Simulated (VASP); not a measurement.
# Hf8AlO16 (a cell with a defect) (Al interstitial hop between voids) in VASP: further runs

Hf8AlO16 (a cell with a defect) (Al interstitial hop between voids) is run at these levels: PBE0; tasks: single point.

All numbers are computed with VASP 6.6.1; they aren't measurements. Logs are shortened: lines on timing, memory, paths and dates and some standing lists are left out, and cuts for length are marked.

### 1 The cell of the first run

The cell holds a defect, 25 atoms: a = 7.192 Å, b = 7.352 Å, c = 7.330 Å, α = 58.66°, β = 60.82°, γ = 60.52°.

### 2 Single point, PBE0, collinear spin

The input, POSCAR:

```
Hf8AlO16
1.0
    0.0000000000      5.0697034800      5.1017273300
    5.2943205200      0.0000000000      5.1017273300
    5.2943205200      5.0697034800      0.0000000000
Hf O Al
8 16 1
Direct
    0.2499297900      0.0224663200      0.0067271800
    0.7542016100      0.5046974000      0.5412185400
    0.2950826500      0.4259341400      0.9426065900
    0.7744492800      0.9715824700      0.4923062300
    0.2429543700     -0.0221617200      0.5133112000
    0.7159469200      0.5245245400      0.0295316100
    0.2617308100      0.4514000400      0.5125541100
    0.7293404000      1.0178595200      0.9477081200
    0.0210499700      0.3161000900      0.0611359700
    0.5533063500      0.8401888000      0.5422370800
    0.3969737800      0.5804715600      0.5936258100
    0.9024879900      0.9841248600      0.1361100700
    0.1128042200      0.3885928000      0.3327895400
    0.6097286300      0.8757092100      0.8554394500
    0.3228673000      0.6632393400      0.1281816500
    0.8430114600      0.1523721700      0.6063658800
    0.1110873200      0.8731501100      0.3992706400
    0.6208919600      0.3567573200      0.9033026300
    0.4033150600      0.0702044700      0.1610742700
    0.8999621100      0.5664493600      0.6890646900
    0.1970592200      0.1441151900      0.7044419700
    0.7484855200      0.6663690400      0.2039161000
    0.0769543100      0.7668941900      0.8723566200
    0.5803859300      0.2888516800      0.3432820600
    1.0380998800      0.6954527300      0.1673480600
```

The input, INCAR.step1:

```
SYSTEM = Hf8AlO16
ALGO = Normal
EDIFF = 1E-5
ENCUT = 520
GGA = PE
GGA_COMPAT = .False.
ISIF = 2
ISMEAR = -1
ISPIN = 2
LASPH = .True.
LMAXMIX = 4
LORBIT = 11
LREAL = .False.
LWAVE = .True.
MAGMOM = 0 0.14 0 0.01 0.01 0.01 0.01 0 0 0 0.01 0.04 0.04 0.01 0.01 0 0 0 0 0.04 0 0.01 0 0 0.03
NBANDS = 112
NELM = 200
NUPDOWN = 1.0
PREC = Accurate
SIGMA = 0.01
```

The input, INCAR.step2:

```
SYSTEM = Hf8AlO16
AEXX = 0.25
ALGO = Normal
EDIFF = 1E-6
ENCUT = 520
GGA = PE
GGA_COMPAT = .False.
ISIF = 2
ISMEAR = -1
ISPIN = 2
ISTART = 1
LASPH = .True.
LCHARG = .True.
LELF = .True.
LHFCALC = .True.
LMAXMIX = 4
LORBIT = 11
LREAL = .False.
LVHAR = .True.
LWAVE = .False.
MAGMOM = 0 0.14 0 0.01 0.01 0.01 0.01 0 0 0 0.01 0.04 0.04 0.01 0.01 0 0 0 0 0.04 0 0.01 0 0 0.03
NBANDS = 112
NELM = 200
NUPDOWN = 1.0
PREC = Accurate
PRECFOCK = Fast
SIGMA = 0.01
```

The input, KPOINTS:

```
k-points
0
Gamma
  1 1 1
  0 0 0
```

Potentials or basis: VASP PAW PBE potentials, release 64 (Hf_pv, O, Al).

Run with:

```console
$ cat potpaw_PBE.64/Hf_pv/POTCAR potpaw_PBE.64/O/POTCAR potpaw_PBE.64/Al/POTCAR > POTCAR
$ cp INCAR.step1 INCAR
$ mpirun -np 1 vasp_gam > vasp.out
$ cp INCAR.step2 INCAR
$ mpirun -np 1 vasp_gam > vasp.out
```

OUTCAR:

```text
SYSTEM = Hf8AlO16
   AEXX = 0.25
   EDIFF = 1E-6
   ENCUT = 520
   GGA = PE
   ISIF = 2
   ISMEAR = -1
   ISPIN = 2
   ISTART = 1
   LASPH = .True.
   LHFCALC = .True.
   LORBIT = 11
   LREAL = .False.
   NELM = 200
   NUPDOWN = 1.0
   PREC = Accurate
   PRECFOCK = Fast

 ion  position               nearest neighbor table
   1  0.250  0.022  0.007-  21 2.07   9 2.07  19 2.15  15 2.17  14 2.19  12 2.31  17 2.34  25 2.90
                             3 2.91   8 3.24   7 3.34   5 3.53   6 3.53   4 3.54   6 3.80   5 3.82
   2  0.754  0.505  0.541-  22 2.13  20 2.14  10 2.16  18 2.17  16 2.17  11 2.22  13 2.25  25 2.65
                             3 3.25   8 3.28   4 3.33   7 3.38   6 3.53   5 3.61   5 3.76   6 3.82
   3  0.295  0.426  0.943-  18 2.04  11 2.08   9 2.11  23 2.14  19 2.21  13 2.42  25 2.62  15 2.83
                             1 2.91   8 3.09   7 3.18   2 3.25   5 3.59   6 3.63   5 3.72   6 3.82
   4  0.774  0.972  0.492-  17 2.01  10 2.04  24 2.05  14 2.19  16 2.22  12 2.27  20 2.43  25 3.20
                             2 3.33   8 3.37   5 3.47   1 3.54   6 3.57   7 3.64   6 3.68   7 3.70
   5  0.243  0.978  0.513-  10 2.02  17 2.09  21 2.12  19 2.12  23 2.30  16 2.40  11 2.40  13 2.45
                             4 3.47   8 3.51   1 3.53   7 3.55   3 3.59   2 3.61   3 3.72   4 3.73
   6  0.716  0.525  0.030-   9 2.01  20 2.11  14 2.11  24 2.14  22 2.17  18 2.34  15 2.34   8 3.40
                             7 3.46   2 3.53   1 3.53   4 3.57   3 3.63   4 3.68   1 3.80   2 3.82
   7  0.262  0.451  0.513-  11 2.06  24 2.07  21 2.10  20 2.20  15 2.34  13 2.36  17 2.52  25 2.93
                             3 3.18   1 3.34   2 3.38   6 3.46   5 3.55   4 3.64   4 3.70   5 3.81
   8  0.729  0.018  0.948-  16 2.03  19 2.06  18 2.10  14 2.12  12 2.13  22 2.25  23 2.27  25 2.73
                             3 3.09   1 3.24   2 3.28   4 3.37   6 3.40   5 3.51
   9  0.021  0.316  0.061-   6 2.01   1 2.07   3 2.11
  10  0.553  0.840  0.542-   5 2.02   4 2.04   2 2.16
  11  0.397  0.580  0.594-   7 2.06   3 2.08   2 2.22   5 2.40
  12  0.902  0.984  0.136-  25 1.78   8 2.13   4 2.27   1 2.31
  13  0.113  0.389  0.333-  25 1.86   2 2.25   7 2.36   3 2.42   5 2.45
  14  0.610  0.876  0.855-   6 2.11   8 2.12   4 2.19   1 2.19
  15  0.323  0.663  0.128-  25 1.83   1 2.17   7 2.34   6 2.34   3 2.83
  16  0.843  0.152  0.606-   8 2.03   2 2.17   4 2.22   5 2.40
  17  0.111  0.873  0.399-   4 2.01   5 2.09   1 2.34   7 2.52
  18  0.621  0.357  0.903-   3 2.04   8 2.10   2 2.17   6 2.34
  19  0.403  0.070  0.161-   8 2.06   5 2.12   1 2.15   3 2.21
  20  0.900  0.566  0.689-   6 2.11   2 2.14   7 2.20   4 2.43
  21  0.197  0.144  0.704-   1 2.07   7 2.10   5 2.12
  22  0.748  0.666  0.204-  25 2.07   2 2.13   6 2.17   8 2.25
  23  0.077  0.767  0.872-  25 1.84   3 2.14   8 2.27   5 2.30
  24  0.580  0.289  0.343-   4 2.05   7 2.07   6 2.14
  25  0.038  0.695  0.167-  12 1.78  15 1.83  23 1.84  13 1.86  22 2.07   3 2.62   2 2.65   8 2.73
                             1 2.90   7 2.93   4 3.20

  LATTYP: Found a face centered orthorhombic cell.
 ALAT       =    10.1394069600
 B/A-ratio  =     1.0063167107
 C/A-ratio  =     1.0443057549

  Lattice vectors:

 A1 = (  -5.2943205200,   0.0000000000,  -5.1017273300)
 A2 = (  -5.2943205200,   5.0697034800,   0.0000000000)
[... 226 lines left out ...]

 spin component 1

 k-point     1 :       0.0000    0.0000    0.0000
  band No.  band energies     occupation
      1     -28.8326      1.00000
      2     -28.8006      1.00000
      3     -28.7701      1.00000
      4     -28.7665      1.00000
      5     -28.7342      1.00000
      6     -28.6644      1.00000
[... 93 lines left out ...]
    100      10.5592      0.00000
    101      10.5879      0.00000
 Fermi energy:         5.5336930198

 spin component 2

 k-point     1 :       0.0000    0.0000    0.0000
  band No.  band energies     occupation
      1     -28.8151      1.00000
      2     -28.7821      1.00000
      3     -28.7411      1.00000
      4     -28.7337      1.00000
      5     -28.7080      1.00000
      6     -28.6349      1.00000
[... 93 lines left out ...]
    100      10.6067      0.00000
    101      10.7251      0.00000
 [bands above 101 left out]

------------------------ aborting loop because EDIFF is reached ----------------------------------------

  FORCE on cell =-STRESS in cart. coord.  units (eV):
  Direction    XX          YY          ZZ          XY          YZ          ZX
  --------------------------------------------------------------------------------------
  -------------------------------------------------------------------------------------
  Total        2.9785695     -6.2513699      1.5263512     -1.2352826      1.1704587     -0.4533232
  in kB       17.4252211    -36.5717508      8.9294568     -7.2266477      6.8474152     -2.6520305
  external PRESSURE =      -3.4056909 kB  Pullay stress =       0.0000000 kB

 VOLUME and BASIS-vectors are now :
 -----------------------------------------------------------------------------
  energy-cutoff  :      520.00
  volume of cell :      273.87
      direct lattice vectors                 reciprocal lattice vectors
     0.000000000  5.069703480  5.101727330    -0.094440825  0.098625097  0.098006022
     5.294320520  0.000000000  5.101727330     0.094440825 -0.098625097  0.098006022
     5.294320520  5.069703480  0.000000000     0.094440825  0.098625097 -0.098006022

 POSITION                                       TOTAL-FORCE (eV/Angst)
 -----------------------------------------------------------------------------------
      0.15456      1.30117      1.38969         0.158540     -0.039708     -0.041131
      5.53741      6.56740      6.42256         0.101552     -0.164247      0.082473
      7.24549      6.27472      3.67843        -0.061768      0.044555     -0.086700
      7.75030      6.42207      8.90778        -0.113478     -0.016423     -0.080880
      7.89462      3.83404      6.22815        -0.134324      0.085910     -0.022202
      2.93335      3.77936      6.32855        -0.107266      0.094630      0.070808
[... 17 lines left out ...]
      3.34672      4.68272      4.43461         0.161980      0.080815      0.044792
      4.56794      1.04156      3.74239         0.031176     -0.084629     -0.020150
 -----------------------------------------------------------------------------------
    total drift:                                0.001520     -0.000498     -0.001146

  FREE ENERGIE OF THE ION-ELECTRON SYSTEM (eV)
  ---------------------------------------------------
  free  energy   TOTEN  =      -310.2123848575 eV

  energy  without entropy=     -310.2123848575  energy(sigma->0) =     -310.21238486

 total charge

# of ion       s       p       d       tot
------------------------------------------
    1        0.318   6.627   1.484   8.429
    2        0.305   6.616   1.473   8.394
    3        0.351   6.625   1.594   8.570
    4        0.323   6.632   1.411   8.366
    5        0.321   6.574   1.317   8.211
    6        0.321   6.593   1.356   8.271
[... 17 lines left out ...]
   24        1.566   3.577   0.000   5.143
   25        0.411   0.482   0.000   0.894
--------------------------------------------------
tot         28.064 110.657  11.517 150.239

 magnetization (x)

# of ion       s       p       d       tot
------------------------------------------
    1       -0.000  -0.000  -0.000  -0.000
    2        0.010   0.033   0.257   0.300
    3       -0.000   0.000  -0.001  -0.001
    4        0.002   0.002   0.034   0.038
    5        0.009   0.002   0.024   0.035
    6        0.012   0.001   0.024   0.038
[... 17 lines left out ...]
   24        0.000   0.002   0.000   0.002
   25        0.030   0.035   0.000   0.065
--------------------------------------------------
tot          0.088   0.181   0.373   0.642
```

OUTCAR.step1:

```text
SYSTEM = Hf8AlO16
   EDIFF = 1E-5
   ENCUT = 520
   GGA = PE
   ISIF = 2
   ISMEAR = -1
   ISPIN = 2
   LASPH = .True.
   LORBIT = 11
   LREAL = .False.
   NELM = 200
[... 565 lines left out ...]
--------------------------------------------------
tot         27.892 110.058  12.087 150.037

 magnetization (x)

# of ion       s       p       d       tot
------------------------------------------
    1       -0.000   0.000   0.001   0.000
    2        0.009   0.030   0.236   0.275
    3       -0.000   0.000   0.001   0.001
    4        0.002   0.002   0.038   0.042
    5        0.009   0.003   0.028   0.040
    6        0.013   0.001   0.029   0.043
[... 17 lines left out ...]
   24        0.000   0.002   0.000   0.002
   25        0.025   0.032   0.000   0.057
--------------------------------------------------
tot          0.084   0.176   0.377   0.637
```

OSZICAR.step1:

```text
N       E                     dE             d eps       ncg     rms          rms(c)
DAV:   1     0.173657964425E+04    0.17366E+04   -0.11566E+05   448   0.169E+03
DAV:   2    -0.132585893395E+03   -0.18692E+04   -0.17789E+04   576   0.473E+02
DAV:   3    -0.279377910813E+03   -0.14679E+03   -0.14548E+03   528   0.118E+02
DAV:   4    -0.282507235293E+03   -0.31293E+01   -0.31178E+01   544   0.182E+01
DAV:   5    -0.282559859536E+03   -0.52624E-01   -0.52554E-01   520   0.228E+00    0.149E+02
DAV:   6    -0.242093922499E+03    0.40466E+02   -0.21692E+02   504   0.410E+01    0.123E+02
DAV:   7    -0.241473005836E+03    0.62092E+00   -0.12621E+01   536   0.124E+01    0.698E+01
DAV:   8    -0.241500618021E+03   -0.27612E-01   -0.14434E+00   528   0.455E+00    0.148E+01
DAV:   9    -0.241430214374E+03    0.70404E-01   -0.32405E-01   504   0.215E+00    0.378E+00
DAV:  10    -0.241420311366E+03    0.99030E-02   -0.74790E-02   536   0.102E+00    0.224E+00
DAV:  11    -0.241419856660E+03    0.45471E-03   -0.15760E-02   512   0.486E-01    0.368E-01
DAV:  12    -0.241419969491E+03   -0.11283E-03   -0.26188E-03   536   0.179E-01    0.220E-01
DAV:  13    -0.241420070554E+03   -0.10106E-03   -0.27286E-04   528   0.669E-02    0.105E-01
DAV:  14    -0.241420114233E+03   -0.43678E-04   -0.60146E-05   472   0.296E-02    0.395E-02
DAV:  15    -0.241420118702E+03   -0.44695E-05   -0.20555E-05   336   0.188E-02
   1 F= -.24142012E+03 E0= -.24142012E+03  d E =-.174467E-12  mag=     1.0000
```

It took 11 min on 1 thread of Intel Xeon 6975P-C, shared host; peak memory 0.58 GiB.

Results:

```yaml
Free_energy: -310.2124 eV
Pressure: -0.3 GPa
Largest_force: 0.335 eV/Å
Net_moment: 1.00 μB per cell
Site_moments: Hf -0.00, +0.30, +0.04, +0.03, +0.01; O +0.00, +0.01, +0.04, +0.03, -0.00; Al +0.07 μB
Valence_electrons_inside_the_program's_atomic_spheres: Hf 8.43, 8.39, 8.57, 8.37, 8.21, 8.27, 8.54; O 5.15, 5.16, 5.14, 5.11, 5.17, 5.13, 5.12; Al 0.89
```

Forces in eV/Å, atoms in the order of the input:
```
Hf   0.159 -0.040 -0.041
Hf   0.102 -0.164  0.082
Hf  -0.062  0.045 -0.087
Hf  -0.113 -0.016 -0.081
Hf  -0.134  0.086 -0.022
Hf  -0.107  0.095  0.071
Hf  -0.077  0.045 -0.048
Hf   0.001  0.058 -0.110
O   -0.089 -0.119  0.138
O   -0.018 -0.071  0.106
O    0.021  0.120 -0.226
O   -0.188  0.020 -0.090
O    0.136 -0.042  0.183
O    0.080  0.178  0.096
O    0.163 -0.054 -0.006
O    0.133  0.174 -0.155
O    0.224 -0.129 -0.011
O   -0.201 -0.249 -0.099
O   -0.118 -0.166  0.074
O   -0.009  0.000  0.002
O   -0.062  0.082  0.174
O   -0.111 -0.007  0.066
O    0.079  0.158 -0.041
O    0.162  0.081  0.045
Al   0.031 -0.085 -0.020
```

Caveat: the k points lie up to 1.06 Å⁻¹ apart; the PAW data sets were made with another functional, which shifts forces and pressure a little; spin-orbit coupling is left out, which moves the levels of the heavy elements; the total moment is fixed, so each spin has its own Fermi level.

(Part 1 of 2 ends here.)
